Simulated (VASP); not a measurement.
# As (Im-3m) in VASP: single point with LDA

Aim: the single point of As with LDA.

All numbers are computed with VASP 6.6.1; they aren't measurements. Logs are shortened: lines on timing, memory, paths and dates and some standing lists are left out, and cuts for length are marked.

### 1 The cell of the first run

The structure is cubic, space group Im-3m (No. 229). The conventional cell has a = 3.120 Å, b = 3.120 Å, c = 3.120 Å, α = 90.00°, β = 90.00°, γ = 90.00°. As (site symmetry m-3m) has 14 As at 2.70 to 3.12 Å within 3.6 Å.

This isn't the form of As at room conditions, which is rhombohedral.

### 2 Single point, LDA (15.19 Å³/atom)

POSCAR

```
As
1.0
   -1.5601115730      1.5601115730      1.5601115730
    1.5601115730     -1.5601115730      1.5601115730
    1.5601115730      1.5601115730     -1.5601115730
As
1
Direct
    0.0000000000      0.0000000000      0.0000000000
```

INCAR.step1

```
SYSTEM = As
ALGO     = Normal         ! electronic algorithm
EDIFF    = 1E-6           ! SCF threshold, eV
ENCUT    = 400            ! plane-wave cutoff, eV
GGA      = CA             ! functional
GGA_COMPAT= .FALSE.      
ISIF     = 2              ! what is computed and relaxed
ISMEAR   = -1             ! smearing method
LASPH    = .TRUE.         ! aspherical terms in the spheres
LCHARG   = .TRUE.         ! write CHGCAR
LORBIT   = 11             ! projections on sites
LREAL    = .FALSE.        ! projectors in reciprocal space
LWAVE    = .FALSE.        ! write WAVECAR
NBANDS   = 8              ! bands
NEDOS    = 2001           ! points of the DOS
NELM     = 120            ! most SCF steps
PREC     = Accurate       ! precision mode
SIGMA    = 0.08           ! smearing width, eV
```

KPOINTS.step1

```
k-points
0
G
  18 18 18
  0 0 0
```

INCAR.step2

```
SYSTEM = As
ALGO     = Normal         ! electronic algorithm
EDIFF    = 1E-6           ! SCF threshold, eV
ENCUT    = 400            ! plane-wave cutoff, eV
GGA      = CA             ! functional
GGA_COMPAT= .FALSE.      
ICHARG   = 11             ! starting density
ISIF     = 2              ! what is computed and relaxed
ISMEAR   = -5             ! smearing method
LASPH    = .TRUE.         ! aspherical terms in the spheres
LCHARG   = .FALSE.        ! write CHGCAR
LORBIT   = 10             ! projections on sites
LREAL    = .FALSE.        ! projectors in reciprocal space
LWAVE    = .FALSE.        ! write WAVECAR
NEDOS    = 1001           ! points of the DOS
NELM     = 120            ! most SCF steps
PREC     = Accurate       ! precision mode
SIGMA    = 0.08           ! smearing width, eV
```

KPOINTS.step2

```
k-points
0
G
  27 27 27
  0 0 0
```

Potentials or basis: VASP PAW LDA potentials, release 64 (As).

Command:

```bash
cat potpaw_LDA.64/As/POTCAR > POTCAR
cp INCAR.step1 INCAR
cp KPOINTS.step1 KPOINTS
mpirun -np 1 vasp_std > vasp.out
cp INCAR.step2 INCAR
cp KPOINTS.step2 KPOINTS
mpirun -np 1 vasp_std > vasp.out
```

OUTCAR:

```text
SYSTEM = As
   EDIFF = 1E-6
   ENCUT = 400
   GGA = CA
   ICHARG = 11
   ISIF = 2
   ISMEAR = -5
   LASPH = .TRUE.
   LORBIT = 10
   LREAL = .FALSE.
   NELM = 120
   PREC = Accurate

 ion  position               nearest neighbor table
   1  0.000  0.000  0.000-

  LATTYP: Found a body centered cubic cell.
 ALAT       =     3.1202231460

  Lattice vectors:

 A1 = (  -1.5601115730,   1.5601115730,   1.5601115730)
 A2 = (   1.5601115730,  -1.5601115730,   1.5601115730)
 A3 = (   1.5601115730,   1.5601115730,  -1.5601115730)

Analysis of symmetry for initial positions (statically):
=====================================================================
 Subroutine PRICEL returns:
 Original cell was already a primitive cell.

 Routine SETGRP: Setting up the symmetry group for a
 body centered cubic supercell.

 Subroutine GETGRP returns: Found 48 space group operations
 (whereof 48 operations were pure point group operations)
 out of a pool of 48 trial point group operations.

The static configuration has the point symmetry O_h .

Analysis of symmetry for dynamics (positions and initial velocities):
=====================================================================
 Subroutine PRICEL returns:
 Original cell was already a primitive cell.

 Routine SETGRP: Setting up the symmetry group for a
 body centered cubic supercell.

 Subroutine GETGRP returns: Found 48 space group operations
 (whereof 48 operations were pure point group operations)
 out of a pool of 48 trial point group operations.

The dynamic configuration has the point symmetry O_h .

 Subroutine INISYM returns: Found 48 space group operations
 (whereof 48 operations are pure point group operations),
 and found     1 'primitive' translations

----------------------------------------------------------------------------------------

                                     Primitive cell

  volume of cell :      15.1889

  direct lattice vectors                    reciprocal lattice vectors
    -1.560111573  1.560111573  1.560111573     0.000000000  0.320489899  0.320489899
     1.560111573 -1.560111573  1.560111573     0.320489899  0.000000000  0.320489899
     1.560111573  1.560111573 -1.560111573     0.320489899  0.320489899  0.000000000

  length of vectors
     2.702192510  2.702192510  2.702192510     0.453241161  0.453241161  0.453241161

  position of ions in fractional coordinates (direct lattice)
     0.000000000  0.000000000  0.000000000

  ion indices of the primitive-cell ions
   primitive index   ion index
                 1           1

----------------------------------------------------------------------------------------

 KPOINTS: k-points

Automatic generation of k-mesh.
 Grid dimensions read from file:
 generate k-points for:   27   27   27

 Generating k-lattice:

  Cartesian coordinates                     Fractional coordinates (reciprocal lattice)
     0.000000000  0.011869996  0.011869996     0.037037037  0.000000000  0.000000000
     0.011869996  0.000000000  0.011869996     0.000000000  0.037037037  0.000000000
     0.011869996  0.011869996  0.000000000     0.000000000  0.000000000  0.037037037

  Length of vectors
     0.016786710  0.016786710  0.016786710

  Shift w.r.t. Gamma in fractional coordinates (k-lattice)
     0.000000000  0.000000000  0.000000000

 TETIRR: Found  23679 inequivalent tetrahedra from   118098

 Subroutine IBZKPT returns following result:
 ===========================================

 Found    560 irreducible k-points:

 Following reciprocal coordinates:
            Coordinates               Weight
  0.000000  0.000000  0.000000      1.000000
  0.037037  0.000000  0.000000     12.000000
  0.074074  0.000000  0.000000     12.000000
  0.111111  0.000000  0.000000     12.000000
  0.148148  0.000000  0.000000     12.000000
  0.185185  0.000000  0.000000     12.000000
[... 16 lines left out ...]
  0.333333  0.037037  0.000000     48.000000
  0.370370  0.037037  0.000000     48.000000
 [... further k-points ...]
   k-points           NKPTS =    560   k-points in BZ     NKDIM =    560   number of bands    NBANDS=      6
   number of dos      NEDOS =   1001   number of ions     NIONS =      1
   total plane-waves  NPLWV =   5832
   dimension x,y,z NGX =    18 NGY =   18 NGZ =   18
   dimension x,y,z NGXF=    36 NGYF=   36 NGZF=   36
   ions per type =               1
   NGX,Y,Z   is equivalent  to a cutoff of  11.07, 11.07, 11.07 a.u.
   NGXF,Y,Z  is equivalent  to a cutoff of  22.15, 22.15, 22.15 a.u.
 SYSTEM =  As
   PREC   = accura    normal or accurate (medium, high low for compatibility)
   ISTART =      0    job   : 0-new  1-cont  2-samecut
   ICHARG =     11    charge: 1-file 2-atom 10-const
   ISPIN  =      1    spin polarized calculation?
   LNONCOLLINEAR =      F non collinear calculations
   LSORBIT =      F    spin-orbit coupling
   LASPH  =      T    aspherical Exc in radial PAW
   ENCUT  =  400.0 eV  29.40 Ry    5.42 a.u.   4.41  4.41  4.41*2*pi/ulx,y,z
   NELM   =    120;   NELMIN=  2; NELMDL=  0     # of ELM steps
   EDIFF  = 0.1E-05   stopping-criterion for ELM
   LREAL  =      F    real-space projection
   EDIFFG = 0.1E-04   stopping-criterion for IOM
   NSW    =      0    number of steps for IOM
   IBRION =     -1    ionic relax: 0-MD 1-quasi-New 2-CG
   NFREE  =      0    steps in history (QN), initial steepest desc. (CG)
   ISIF   =      2    stress and relaxation
   ISYM   =      2    0-nonsym 1-usesym 2-fastsym
   POTIM  = 0.5000    time-step for ionic-motion
   TEBEG  =    0.0;   TEEND  =   0.0 temperature during run
   PSTRESS=    0.0 pullay stress
   NELECT =       5.0000    total number of electrons
   NUPDOWN=      -1.0000    fix difference up-down
   EMIN   =  10.00;   EMAX   =-10.00  energy-range for DOS
   EFERMI =   0.00;   METHOD = LEGACY
   ISMEAR =    -5;   SIGMA  =   0.08  broadening in eV -4-tet -1-fermi 0-gaus
   EFERMI_NEDOS =   21; number of points for ismear=-14 and -15
   IALGO  =     38    algorithm
   IMIX   =      4    mixing-type and parameters
     AMIX     =   0.40;   BMIX     =  1.00
     AMIX_MAG =   1.60;   BMIX_MAG =  1.00
  volume/ion in A,a.u.               =      15.19       102.50
  Fermi-wavevector in a.u.,A,eV,Ry     =   1.130375  2.136099 17.384809  1.277747
  Thomas-Fermi vector in A             =   2.267071
   LORBIT       =     10    0 simple, 1 ext, 2 COOP (PROOUT), +10 PAW based schemes
   GGA     = CA    functional components
   LHFCALC =     F    Hartree Fock is set to
   AEXX    =    0.0000 exact exchange contribution
   IVDW    =     0    specifies the selected vdW correction
   LEPSILON=     F    determine dielectric tensor
   LRPA    =     F    only Hartree local field effects (RPA)
 non-spin polarized calculation
 Fermi weights with tetrahedron method with Bloechl corrections
  energy-cutoff  :      400.00
  volume of cell :       15.19
 maximum number of plane-waves:       285
 NGX is ok and might be reduce to    18

 number of electron       4.9999998 magnetization

 Free energy of the ion-electron system (eV)
  ---------------------------------------------------
  ext. energy  EPLUGINS =         0.00000000
  ---------------------------------------------------
  free energy    TOTEN  =        -4.83759568 eV

  energy without entropy =       -4.83759568  energy(sigma->0) =       -4.83759568

 E-fermi :   9.3901     XC(G=0): -11.8832

 val. band max:        9.4722739084   @ k =  -0.4815   0.4815   0.1852
 cond. band min:       9.0849877395   @ k =  -0.2963   0.2963   0.2963
 fundamental gap:     -0.3872861690
 Fermi energy:         9.3900886409

 k-point     1 :       0.0000    0.0000    0.0000
  band No.  band energies     occupation
      1      -7.9457      2.00000
      2      17.2774      0.00000
      3      17.2774      0.00000
      4      17.2774      0.00000
      5      23.6310      0.00000
      6      23.6310      0.00000

 k-point     2 :       0.0370    0.0000    0.0000
  band No.  band energies     occupation
      1      -7.9042      2.00000
      2      16.9497      0.00000
      3      17.1147      0.00000
      4      17.2407      0.00000
      5      23.3823      0.00000
      6      23.5362      0.00000

 k-point     3 :       0.0741    0.0000    0.0000
  band No.  band energies     occupation
      1      -7.7796      2.00000
      2      16.0660      0.00000
      3      16.6876      0.00000
      4      17.1325      0.00000
      5      22.8107      0.00000
      6      23.0912      0.00000

 k-point     4 :       0.1111    0.0000    0.0000
  band No.  band energies     occupation
      1      -7.5721      2.00000
      2      14.8216      0.00000
      3      16.1120      0.00000
      4      16.9578      0.00000
      5      22.1383      0.00000
      6      22.3623      0.00000

 k-point     5 :       0.1481    0.0000    0.0000
  band No.  band energies     occupation
      1      -7.2819      2.00000
      2      13.3812      0.00000
      3      15.4801      0.00000
      4      16.7269      0.00000
      5      21.4663      0.00000
      6      21.6040      0.00000
[... 136 lines left out ...]
 k-point    21 :       0.2593    0.0370    0.0000
  band No.  band energies     occupation
      1      -5.5934      2.00000
      2       8.0129      2.05989
      3      13.2448      0.00000
      4      15.4535      0.00000
      5      19.5938      0.00000
      6      19.9561      0.00000

 k-point    22 :       0.2963    0.0370    0.0000
  band No.  band energies     occupation
      1      -4.9429      2.00000
      2       6.5430      2.00000
      3      12.7891      0.00000
      4      15.1670      0.00000
      5      19.1863      0.00000
      6      19.5811      0.00000

 k-point    23 :       0.3333    0.0370    0.0000
  band No.  band energies     occupation
      1      -4.2212      2.00000
      2       5.1381      2.00000
      3      12.4106      0.00000
      4      14.9181      0.00000
      5      18.8527      0.00000
      6      19.2711      0.00000

 k-point    24 :       0.3704    0.0370    0.0000
  band No.  band energies     occupation
      1      -3.4398      2.00000
      2       3.8182      2.00000
      3      12.1129      0.00000
      4      14.7161      0.00000
      5      18.5933      0.00000
      6      19.0282      0.00000

 [... further k-points ...]
[... 5 lines left out ...]
  --------------------------------------------------------------------------------------
  -------------------------------------------------------------------------------------
  Total        2.1794438      2.1794438      2.1794438     -0.0000000      0.0000000      0.0000000
  in kB      229.8948801    229.8948801    229.8948801     -0.0000000      0.0000000      0.0000000
  external PRESSURE =     229.8948801 kB  Pullay stress =       0.0000000 kB

 VOLUME and BASIS-vectors are now :
 -----------------------------------------------------------------------------
  energy-cutoff  :      400.00
  volume of cell :       15.19
      direct lattice vectors                 reciprocal lattice vectors
    -1.560111573  1.560111573  1.560111573     0.000000000  0.320489899  0.320489899
     1.560111573 -1.560111573  1.560111573     0.320489899  0.000000000  0.320489899
     1.560111573  1.560111573 -1.560111573     0.320489899  0.320489899  0.000000000

 POSITION                                       TOTAL-FORCE (eV/Angst)
 -----------------------------------------------------------------------------------
      0.00000      0.00000      0.00000         0.000000     -0.000000     -0.000000
 -----------------------------------------------------------------------------------
    total drift:                                0.000000     -0.000000     -0.000000

  FREE ENERGIE OF THE ION-ELECTRON SYSTEM (eV)
  ---------------------------------------------------
  free  energy   TOTEN  =        -4.8375956809 eV

  energy  without entropy=       -4.8375956809  energy(sigma->0) =       -4.83759568

 total charge

# of ion       s       p       d       tot
------------------------------------------
    1        1.338   1.347   0.091   2.777
```

Run time: 70 s. Hardware: 1 thread of AMD EPYC 7R13, shared host; peak memory 0.13 GiB.

Results:

```
Valence electrons inside the program's atomic spheres : As 2.78
```

Levels at points of the mesh, in eV from the Fermi level:
```
           k point  band 1  band 2  band 3  band 4  band 5  band 6
(0.00, 0.00, 0.00)  -17.34    7.89    7.89    7.89   14.24   14.24
```
